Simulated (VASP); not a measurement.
## Ta: relaxation of cell and atoms with PBE

The system is Ta.

```
Ta
1.0
    -1.65500    1.65500    1.65500
     1.65500   -1.65500    1.65500
     1.65500    1.65500   -1.65500
Ta
1
Direct
  0.00000 0.00000 0.00000
```

| Property | Result |
| --- | --- |
| Program | VASP 6.6.1 |
| Task | relaxation of cell and atoms |
| Functional | PBE |
| Potentials or basis | VASP PAW PBE potentials, release 64 (Ta_pv) |
| Cutoff | 600 eV |
| k mesh | 24 × 24 × 24 |
| Occupations | gaussian, width 0.1 eV |
| Spin | no spin polarisation |
| Dipole correction | no |
| Further INCAR settings | ALGO = Normal; EDIFF = 1e-07; IBRION = 2; EDIFFG = -0.005; NSW = 80; ISIF = 3 |

```yaml
Relaxed_volume: 18.29 Å³/atom
Relaxed_cell: a = 2.875 Å, b = 2.875 Å, c = 2.875 Å, α = 109.47°, β = 109.47°, γ = 109.47°
Space_group_after_relaxing_to_0.05_Å: Im-3m (No. 229)
Energy_gained_by_relaxing: 0.8 meV/atom
Ionic_steps: 3
Pressure_after_relaxing: 0.0 GPa
```

Step by step:
```tsv
step	energy change (eV)	largest force (eV/Å)	pressure (GPa)	volume (Å³)
1	0.0000	0.0000	1.72	18.13
2	0.0033	0.0000	-3.65	18.65
3	-0.0008	0.0000	0.00	18.29
```

Final structure:
```yaml
crystal:
  lattice:
    - [-1.65978, 1.65978, 1.65978]
    - [1.65978, -1.65978, 1.65978]
    - [1.65978, 1.65978, -1.65978]
  atoms:
    - { symbol: Ta, position: [0.00000, 0.00000, 0.00000] }
```

Levels at points of the mesh, in eV from the Fermi level:
```csv
k point,band 2,band 3,band 4,band 5,band 6,band 7,band 8,band 9
"(0.00, 0.00, 0.00)",-33.13,-33.13,-7.85,0.74,0.74,0.74,3.96,3.96
"(0.50, 0.00, 0.00)",-33.49,-33.13,-4.30,-1.49,1.53,3.83,4.84,7.66
"(0.50, 0.50, 0.50)",-33.90,-33.90,-3.70,-3.70,6.72,6.72,6.72,8.52
```

Wall time 48 s on 1 thread of Intel(R) Xeon(R) 6975P-C (Granite Rapids), on a shared host, peak memory 0.22 GiB.

Caveat: spin-orbit coupling is left out, which moves the levels of the heavy elements.
